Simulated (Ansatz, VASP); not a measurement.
## One calculation of Li3SiN2, two programs

The input INCAR:

```
SYSTEM = Li3SiN2
ALGO     = Normal         ! electronic algorithm
EDIFF    = 1E-6           ! SCF threshold, eV
ENCUT    = 520            ! plane-wave cutoff, eV
GGA      = PE             ! functional
ISIF     = 2              ! what is computed and relaxed
ISMEAR   = 0              ! smearing method
LASPH    = .True.         ! aspherical terms in the spheres
LCHARG   = .False.        ! write CHGCAR
LREAL    = .False.        ! projectors in reciprocal space
LWAVE    = .False.        ! write WAVECAR
NBANDS   = 20             ! bands
NELM     = 100            ! most SCF steps
PREC     = Accurate       ! precision mode
SIGMA    = 0.1            ! smearing width, eV
```

Contents of KPOINTS:

```
k-points
0
Gamma
  6 6 6
  0 0 0
```

POSCAR

```
Li3SiN2
1.0
    2.3656571900      1.3658128100      3.9222825400
   -2.3656571900      1.3658128100      3.9222825400
    0.0000000000     -2.7316256300      3.9222825400
Li Si N
3 1 2
Direct
    0.0000000000      0.5000000000      0.5000000000
    0.5000000000      0.0000000000      0.5000000000
    0.5000000000      0.5000000000      0.0000000000
    0.5000000000      0.5000000000      0.5000000000
    0.8774220300      0.8774220300      0.8774220300
    0.1225779700      0.1225779700      0.1225779700
```

Input for Ansatz:

```yaml
crystal:
  lattice:
    - [2.36565719, 1.36581281, 3.92228254]
    - [-2.36565719, 1.36581281, 3.92228254]
    - [0.0, -2.73162563, 3.92228254]
  atoms:
    - { symbol: Li, position: [0.0, 0.5, 0.5] }
    - { symbol: Li, position: [0.5, 0.0, 0.5] }
    - { symbol: Li, position: [0.5, 0.5, 0.0] }
    - { symbol: Si, position: [0.5, 0.5, 0.5] }
    - { symbol: "N", position: [0.87742203, 0.87742203, 0.87742203] }
    - { symbol: "N", position: [0.12257797, 0.12257797, 0.12257797] }
basis:
  ecutwfc: 420
kpoints:
  mp_grid: { grid: [6, 6, 6] }
hamiltonian:
  xc: pbe
scf:
  occupations: { method: gaussian, width: 0.1 }
  lower_state_search: "off"
output:
  forces: true
  stress: true
  eigenvalues: true
```

Change from the starting cell: species swapped into the Li2ZnCu3 type (R-3m, No. 166).

Alike in both runs: task single point; functional PBE; k mesh 6 × 6 × 6; occupations gaussian, width 0.1 eV; no spin polarisation.

```csv
,VASP,Ansatz
version,VASP 6.6.1,Ansatz 0.2.0
potentials or method,"VASP PAW PBE potentials, release 64 (Li_sv, Si, N), cutoff 520 eV","scalar-relativistic, plane waves, PAW"
valence electrons in the cell,23,23
```

|  | VASP | Ansatz | Ansatz less VASP |
| --- | --- | --- | --- |
| gap on the k mesh at the Fermi level (eV) | none | none | - |
| rms of the force components (eV/Å) | 0.099 | 0.099 | +0.0005 |

Atom by atom the forces differ by 0.001 eV/Å (rms over components). A gap of «none» marks a metal or a gap that the smearing closes.

Noted on VASP's run: the cutoff is under 1.25 times that of the potentials, so the pressure is a little rough.
